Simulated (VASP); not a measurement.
A run of VASP 6.6.1 is set up as follows.

File POSCAR:

```
PbS
1.0
    3.7610320463      0.0000000000      0.0000000000
    0.0000000000      3.7610320463      0.0000000000
    0.0000000000      0.0000000000      3.7610320463
Pb S
1 1
Direct
    0.0000000000      0.0000000000      0.0000000000
    0.5000000000      0.5000000000      0.5000000000
```

File INCAR.step1:

```
ALGO     = Normal         # electronic algorithm
EDIFF    = 1E-5           # SCF threshold, eV
ENCUT    = 520            # plane-wave cutoff, eV
GGA      = PE             # functional
ISIF     = 2              # what is computed and relaxed
ISMEAR   = -1             # smearing method
LASPH    = T              # aspherical terms in the spheres
LREAL    = F              # projectors in reciprocal space
LWAVE    = T              # write WAVECAR
NBANDS   = 17             # bands
NELM     = 100            # most SCF steps
PREC     = Accurate       # precision mode
SIGMA    = 0.05           # smearing width, eV
```

INCAR.step2

```
AEXX     = 1.0            # exact-exchange fraction
AGGAC    = 0.0          
ALDAC    = 0.0          
ALGO     = Normal         # electronic algorithm
EDIFF    = 1E-6           # SCF threshold, eV
ENCUT    = 520            # plane-wave cutoff, eV
GGA      = PE             # functional
ISIF     = 2              # what is computed and relaxed
ISMEAR   = -1             # smearing method
ISTART   = 1            
LASPH    = T              # aspherical terms in the spheres
LCHARG   = T              # write CHGCAR
LELF     = T              # ELF
LHFCALC  = T              # exact exchange
LREAL    = F              # projectors in reciprocal space
LVHAR    = T            
LWAVE    = F              # write WAVECAR
NBANDS   = 17             # bands
NELM     = 100            # most SCF steps
PREC     = Accurate       # precision mode
PRECFOCK = Normal       
SIGMA    = 0.05           # smearing width, eV
```

The input KPOINTS:

```
k-points
0
Gamma
  4 4 4
```

Potentials or basis: VASP PAW PBE potentials, release 64 (Pb_d, S).

The run is started by

```console
$ cat potpaw_PBE.64/Pb_d/POTCAR potpaw_PBE.64/S/POTCAR > POTCAR
$ cp INCAR.step1 INCAR
$ mpirun -np 1 vasp_std > vasp.out
$ cp INCAR.step2 INCAR
$ mpirun -np 1 vasp_std > vasp.out
```

Question: What does it give for the band gap on the k mesh?

Answer: 5.06 eV (least direct gap 5.88 eV).

Question: What does it give for the pressure?

Answer: -0.6 GPa.

Caveat: the PAW data sets were made with another functional, which shifts forces and pressure a little; spin-orbit coupling is left out, which moves the levels of the heavy elements. A k mesh can miss the band edges.
